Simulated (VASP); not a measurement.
Here is a VASP 6.6.1 calculation.

The input POSCAR:

```
Na
1.0
    3.7664636780      0.0000000000      0.0000000000
   -1.8832318390      3.2618532276      0.0000000000
    0.0000000000      0.0000000000      6.1397460458
Na
2
Direct
    0.3333333333      0.6666666667      0.7500000000
    0.6666666667      0.3333333333      0.2500000000
```

File INCAR.step1:

```
  PREC = Accurate
  ENCUT = 550
  ISMEAR = 0
  SIGMA = 0.05
  LREAL = F
  LASPH = T
  NELM = 120
  NBANDS = 14
  GGA = PE
  ALGO = Normal
  EDIFF = 1E-5
  LWAVE = T
  LCHARG = F
  GGA_COMPAT = F
```

The input INCAR.step2:

```
  PREC = Accurate
  ENCUT = 550
  EDIFF = 1E-6
  ISMEAR = 0
  SIGMA = 0.05
  LREAL = F
  LASPH = T
  NELM = 120
  ALGO = Normal
  ISIF = 2
  LWAVE = F
  LCHARG = F
  METAGGA = R2SCAN
  LMIXTAU = T
  NBANDS = 14
  ISTART = 1
  GGA_COMPAT = F
```

The input KPOINTS:

```
regular mesh
0
Gamma
  12 12 8
```

Potentials or basis: VASP PAW PBE potentials, release 64 (Na_pv).

The run is started by

```console
$ cat potpaw_PBE.64/Na_pv/POTCAR > POTCAR
$ cp INCAR.step1 INCAR
$ mpirun -np 1 vasp_std > vasp.out
$ cp INCAR.step2 INCAR
$ mpirun -np 1 vasp_std > vasp.out
```

Question: Estimate the band gap on the k mesh.

Answer: Zero (bands 7 and 8 overlap by 4.51 eV).

Question: What does it give for the pressure?

Answer: 0.0 GPa.

Stress tensor (GPa, compression positive):
```
-0.09  0.00  0.00
 0.00 -0.09  0.00
 0.00  0.00  0.03
```

Caveat: the PAW data sets were made with another functional, which shifts forces and pressure a little.
